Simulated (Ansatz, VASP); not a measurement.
## Two plane-wave programs on Al2Cu

The input INCAR:

```
PREC = Accurate ; ENCUT = 520
EDIFF = 1E-6 ; ISMEAR = 0
SIGMA = 0.15 ; LREAL = False
LASPH = True ; NELM = 80
ALGO = Fast ; ISIF = 2
LWAVE = False ; LCHARG = True
GGA = PE ; LELF = True
LVHAR = True ; NBANDS = 16
```

File KPOINTS:

```
Automatic mesh
0
Gamma
  10 10 14
```

Contents of POSCAR:

```
Al2Cu
1.0
    4.1211626268      0.0000000000      0.0000000000
    0.0000000000      4.1211626268      0.0000000000
    0.0000000000      0.0000000000      2.8847334069
Al Cu
2 1
Direct
    0.5000000000      0.0019538196      0.5000000000
    0.0000000000      0.4913859260      0.5000000000
    0.0000000000      0.0028279343      0.0000000000
```

Input for Ansatz:

```yaml
crystal:
  lattice:
    - [4.1211626268, 0.0, 0.0]
    - [0.0, 4.1211626268, 0.0]
    - [0.0, 0.0, 2.8847334069]
  atoms:
    - { symbol: Al, position: [0.5, 0.0019538196, 0.5] }
    - { symbol: Al, position: [0.0, 0.491385926, 0.5] }
    - { symbol: Cu, position: [0.0, 0.0028279343, 0.0] }
basis:
  ecutwfc: 520.0
kpoints:
  mp_grid: { grid: [10, 10, 14] }
hamiltonian:
  xc: pbe
  pseudopotentials: { kind: paw, azcp: { folder: soft_1 } }
scf:
  occupations: { method: gaussian, width: 0.15 }
output:
  forces: true
  stress: true
  eigenvalues: true
```

Change from the starting cell: mode 9 frozen in at -0.035 Å, equal normal strain along x and y +0.0000.

Alike in both runs: task single point; functional PBE; k mesh 10 × 10 × 14; occupations gaussian, width 0.15 eV; no spin polarisation.

```csv
,VASP,Ansatz
version,VASP 6.6.1,Ansatz 0.2.0
potentials or method,"VASP PAW PBE potentials, release 64 (Al, Cu), cutoff 520 eV","scalar-relativistic, plane waves, PAW"
valence electrons in the cell,17,25
```

```csv
,VASP,Ansatz,Ansatz less VASP
gap on the k mesh at the Fermi level (eV),none,none,-
pressure (GPa),0.0,0.1,+0.09
"traceless stress, the component that is largest in VASP (GPa)",0.05,0.06,+0.012
rms of the force components (eV/Å),0.174,0.174,-0.0005
```

Atom by atom the forces differ by 0.000 eV/Å (rms over components). A gap of «none» marks a metal or a gap that the smearing closes. VASP's potentials hold 17 valence electrons a cell and Ansatz's 25, so a difference there can come from the potentials and not from the codes.
